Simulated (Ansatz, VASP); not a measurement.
# SbO6: VASP beside Ansatz

```
CELL_PARAMETERS angstrom
-2.91497 2.91497 2.93328
2.91497 -2.91497 2.93328
2.91497 2.91497 -2.93328
ATOMIC_POSITIONS crystal
Sb 0.00000 0.00000 0.00000
O 0.00000 0.61215 0.61215
O 0.00000 0.38785 0.38785
O 0.61100 0.61100 0.00000
O 0.38900 0.38900 0.00000
O 0.61215 0.00000 0.61215
O 0.38785 0.00000 0.38785
```

Change from the starting cell: species swapped into the TcF6 type (I4/mmm, No. 139).

Alike in both runs: functional PBE; k mesh 4 × 4 × 4; occupations gaussian, width 0.1 eV; no spin polarisation.

Ansatz relaxed the structure, and its values are those at the end. VASP's run is a single point on that final structure, the one shown.

```csv
,VASP,Ansatz
version,VASP 6.6.1,Ansatz 0.2.0
potentials or method,"VASP PAW PBE potentials, release 64 (Sb_d_GW, O), cutoff 700 eV","scalar-relativistic, plane waves, PAW"
valence electrons in the cell,51,51
```

```csv
,VASP,Ansatz,Ansatz less VASP
gap on the k mesh at the Fermi level (eV),none,none,-
pressure (GPa),0.4,0.0,-0.41
rms of the force components (eV/Å),0.243,0.000,-0.2432
```

A gap of «none» marks a metal or a gap that the smearing closes. One of these differences is far larger than is usual between the two programs; its cause wasn't traced. The functional is the same, so the differences come from potentials, cutoffs and numerics.

The k mesh is coarse, so the values compare programs but aren't converged. Spin-orbit coupling is off throughout.
